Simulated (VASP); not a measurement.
# ZnSe (F-43m) in VASP: a series of runs, part 2 of 2

VASP 6.6.1.

### Step 5. Relaxation of cell and atoms, PBEsol

The input, INCAR:

```
SYSTEM = ZnSe
  ALGO = Normal
  EDIFF = 1E-6
  EDIFFG = -0.005
  ENCUT = 600
  GGA = PS
  IBRION = 2
  ISIF = 3
  ISMEAR = 0
  LASPH = .True.
  LCHARG = .False.
  LREAL = .False.
  LWAVE = .False.
  NELM = 100
  NSW = 100
  PREC = Accurate
  SIGMA = 0.02
```

The input, KPOINTS:

```
k-points
0
Gamma
  8 8 8
  0 0 0
```

The input, POSCAR:

```
ZnSe
1.0
    0.0000000000      2.8324425407      2.8324425407
    2.8324425407      0.0000000000      2.8324425407
    2.8324425407      2.8324425407      0.0000000000
Zn Se
1 1
Direct
    0.0000000000      0.0000000000      0.0000000000
    0.7500000000      0.7500000000      0.7500000000
```

Potentials or basis: VASP PAW PBE potentials, release 64 (Zn, Se).

Started as:

```console
> cat potpaw_PBE.64/Zn/POTCAR potpaw_PBE.64/Se/POTCAR > POTCAR
> mpirun -np 1 vasp_std > vasp.out
```

OUTCAR:

```text
SYSTEM = ZnSe
   EDIFF = 1E-6
   EDIFFG = -0.005
   ENCUT = 600
   GGA = PS
   IBRION = 2
   ISIF = 3
   ISMEAR = 0
   LASPH = .True.
   LREAL = .False.
   NELM = 100
   NSW = 100
   PREC = Accurate

 ion  position               nearest neighbor table
   1  0.000  0.000  0.000-   2 2.45   2 2.45   2 2.45   2 2.45
   2  0.750  0.750  0.750-   1 2.45   1 2.45   1 2.45   1 2.45

  LATTYP: Found a face centered cubic cell.
 ALAT       =     5.6648850814

  Lattice vectors:

 A1 = (   0.0000000000,   2.8324425407,   2.8324425407)
 A2 = (   2.8324425407,   0.0000000000,   2.8324425407)
 A3 = (   2.8324425407,   2.8324425407,   0.0000000000)

Analysis of symmetry for initial positions (statically):
=====================================================================
 Subroutine PRICEL returns:
 Original cell was already a primitive cell.

 Routine SETGRP: Setting up the symmetry group for a
 face centered cubic supercell.

 Subroutine GETGRP returns: Found 24 space group operations
 (whereof 24 operations were pure point group operations)
 out of a pool of 48 trial point group operations.

The static configuration has the point symmetry T_d .

Analysis of symmetry for dynamics (positions and initial velocities):
=====================================================================
 Subroutine PRICEL returns:
 Original cell was already a primitive cell.

 Routine SETGRP: Setting up the symmetry group for a
 face centered cubic supercell.

 Subroutine GETGRP returns: Found 24 space group operations
 (whereof 24 operations were pure point group operations)
 out of a pool of 48 trial point group operations.

The dynamic configuration has the point symmetry T_d .

 Subroutine INISYM returns: Found 24 space group operations
 (whereof 24 operations are pure point group operations),
 and found     1 'primitive' translations

----------------------------------------------------------------------------------------

                                     Primitive cell
[... 128 lines left out ...]
   NGX = 17   NGY = 17   NGZ = 17

--------------------------------------- Ionic step        1  -------------------------------------------

 number of electron      17.9999990 magnetization

 Free energy of the ion-electron system (eV)
  ---------------------------------------------------
  ext. energy  EPLUGINS =         0.00000000
  ---------------------------------------------------
  free energy    TOTEN  =        -6.77171823 eV

  energy without entropy =       -6.77171823  energy(sigma->0) =       -6.77171823

------------------------ aborting loop because EDIFF is reached ----------------------------------------

  FORCE on cell =-STRESS in cart. coord.  units (eV):
  Direction    XX          YY          ZZ          XY          YZ          ZX
  --------------------------------------------------------------------------------------
  -------------------------------------------------------------------------------------
  Total       -0.2331665     -0.2331665     -0.2331665      0.0000000      0.0000000      0.0000000
  in kB       -8.2198404     -8.2198404     -8.2198404      0.0000000      0.0000000      0.0000000
  external PRESSURE =      -8.2198404 kB  Pullay stress =       0.0000000 kB
[... 59 lines left out ...]
--------------------------------------- Ionic step        3  -------------------------------------------

 number of electron      17.9999986 magnetization

 Free energy of the ion-electron system (eV)
  ---------------------------------------------------
  ext. energy  EPLUGINS =         0.00000000
  ---------------------------------------------------
  free energy    TOTEN  =        -6.77322544 eV

  energy without entropy =       -6.77322544  energy(sigma->0) =       -6.77322544

 E-fermi :   1.7395     XC(G=0):  -9.5899

 val. band max:        1.6086443376   @ k =   0.0000   0.0000   0.0000
 cond. band min:       2.8350806869   @ k =   0.0000   0.0000   0.0000
 fundamental gap:      1.2264363493
 Fermi energy:         1.7395251465

 k-point     1 :       0.0000    0.0000    0.0000
  band No.  band energies     occupation
      1     -11.7684      2.00000
      2      -5.0010      2.00000
      3      -5.0010      2.00000
      4      -5.0010      2.00000
      5      -4.6166      2.00000
      6      -4.6166      2.00000
      7       1.6086      2.00000
      8       1.6086      2.00000
      9       1.6086      2.00000
     10       2.8351      0.00000
     11       7.3357      0.00000
     12       7.3357      0.00000
     13       7.3357      0.00000
[... 354 lines left out ...]
  band No.  band energies     occupation
      1     -10.8094      2.00000
      2      -4.8966      2.00000
      3      -4.8559      2.00000
      4      -4.6526      2.00000
      5      -4.6099      2.00000
      6      -4.4007      2.00000
      7      -3.4112      2.00000
      8      -0.8842      2.00000
      9       0.0904      2.00000
     10       5.8080      0.00000
     11       7.0237      0.00000
     12       8.9816      0.00000
     13      10.2164      0.00000

 [... further k-points ...]
[... 5 lines left out ...]
  --------------------------------------------------------------------------------------
  -------------------------------------------------------------------------------------
  Total        0.0026167      0.0026167      0.0026167      0.0000000      0.0000000      0.0000000
  in kB        0.0934131      0.0934131      0.0934131      0.0000000      0.0000000      0.0000000
  external PRESSURE =       0.0934131 kB  Pullay stress =       0.0000000 kB
[... 17 lines left out ...]
  FREE ENERGIE OF THE ION-ELECTRON SYSTEM (eV)
  ---------------------------------------------------
  free  energy   TOTEN  =        -6.7732254413 eV

  energy  without entropy=       -6.7732254413  energy(sigma->0) =       -6.77322544

 reached required accuracy - stopping structural energy minimisation
```

OSZICAR:

```text
N       E                     dE             d eps       ncg     rms          rms(c)
DAV:   1     0.918033892692E+02    0.91803E+02   -0.96443E+03   754   0.173E+03
DAV:   2    -0.742330223414E+00   -0.92546E+02   -0.88564E+02   799   0.299E+02
DAV:   3    -0.700872541388E+01   -0.62664E+01   -0.62312E+01   924   0.739E+01
[... 21 lines left out ...]
DAV:   2    -0.677371655804E+01    0.31493E-02   -0.11437E-02   894   0.305E+00    0.156E-01
DAV:   3    -0.677333341319E+01    0.38314E-03   -0.40656E-04   799   0.197E-01    0.745E-02
DAV:   4    -0.677323702907E+01    0.96384E-04   -0.59831E-05   890   0.959E-02    0.285E-02
DAV:   5    -0.677322523259E+01    0.11796E-04   -0.14128E-05  1128   0.745E-02    0.252E-03
DAV:   6    -0.677322544133E+01   -0.20873E-06   -0.37586E-06   634   0.317E-02
   3 F= -.67732254E+01 E0= -.67732254E+01  d E =-.150722E-02
```

CONTCAR:

```text
ZnSe
   1.00000000000000
     0.0000000000000000    2.8206223963234796    2.8206223963234796
     2.8206223963234796    0.0000000000000000    2.8206223963234796
     2.8206223963234796    2.8206223963234796    0.0000000000000000
  Zn              Se
     1     1
Direct
     0.0000000000000000    0.0000000000000000    0.0000000000000000
     0.7500000000000000    0.7500000000000000    0.7500000000000000

  0.00000000E+00  0.00000000E+00  0.00000000E+00
  0.00000000E+00  0.00000000E+00  0.00000000E+00
```

It took 29 s on 1 thread of Intel Xeon Platinum 8375C at 2.90GHz (Ice Lake), shared host; peak memory 0.19 GiB.

What came out:

| Quantity | Value |
| --- | --- |
| Free energy | -6.7732 eV |
| Relaxed volume | 22.44 Å³/atom |
| Relaxed cell | a = 3.989 Å, b = 3.989 Å, c = 3.989 Å, α = 60.00°, β = 60.00°, γ = 60.00° |
| Space group after relaxing (to 0.05 Å) | F-43m (No. 216) |
| Energy gained by relaxing | 0.8 meV/atom |
| Ionic steps | 3 |
| Pressure after relaxing | 0.0 GPa |
| Band gap on the k mesh | 1.23 eV, direct |

The path:
```csv
step,energy change (eV),largest force (eV/Å),pressure (GPa),volume (Å³)
1,0.0000,0.0000,-0.82,45.45
2,-0.0014,0.0000,0.41,44.69
3,-0.0015,0.0000,0.01,44.88
```

Final structure:
```yaml
crystal:
  lattice:
    - [0.00000, 2.82062, 2.82062]
    - [2.82062, 0.00000, 2.82062]
    - [2.82062, 2.82062, 0.00000]
  atoms:
    - { symbol: Zn, position: [0.00000, 0.00000, 0.00000] }
    - { symbol: Se, position: [0.75000, 0.75000, 0.75000] }
```

Levels at points of the mesh, in eV from the valence-band top:
```csv
k point,band 5,band 6,band 7,band 8,band 9,band 10,band 11,band 12,band 13
"(0.00, 0.00, 0.00)",-6.23,-6.23,0.00,0.00,0.00,1.23,5.73,5.73,5.73
"(0.50, 0.00, 0.00)",-6.21,-6.06,-5.37,-0.90,-0.90,2.47,6.30,6.30,8.44
"(0.50, 0.50, 0.00)",-6.17,-6.04,-4.85,-2.26,-2.26,2.81,3.37,10.71,11.27
```

Caveat: the PAW data sets were made with another functional, which shifts forces and pressure a little.

### Step 6. Summary

| task | cell | k mesh | cutoff (eV) | smearing | gap on the mesh (eV) | pressure (GPa) |
| --- | --- | --- | --- | --- | --- | --- |
| single point | a = 4.006 Å, angles 60.0°, 2 atoms | 6 × 6 × 6 | 520 | gaussian 0.1 eV | 1.17 | -0.8 |
| single point | a = 3.983 Å, angles 60.0°, 2 atoms | 8 × 8 × 8 | 520 | gaussian 0.02 eV | 1.24 | 0.3 |
| relaxation of cell and atoms | relaxed from a = 4.006 Å, angles 60.0°, 2 atoms | 8 × 8 × 8 | 600 | gaussian 0.02 eV | 1.23 | 0.0 |

Alike in all rows: level PBEsol; potentials or basis VASP PAW PBE potentials, release 64 (Zn, Se); no spin polarisation.

Caveats: the PAW data sets were made with another functional, which shifts forces and pressure a little.

Absolute energies hang on the potentials; compare differences alone.
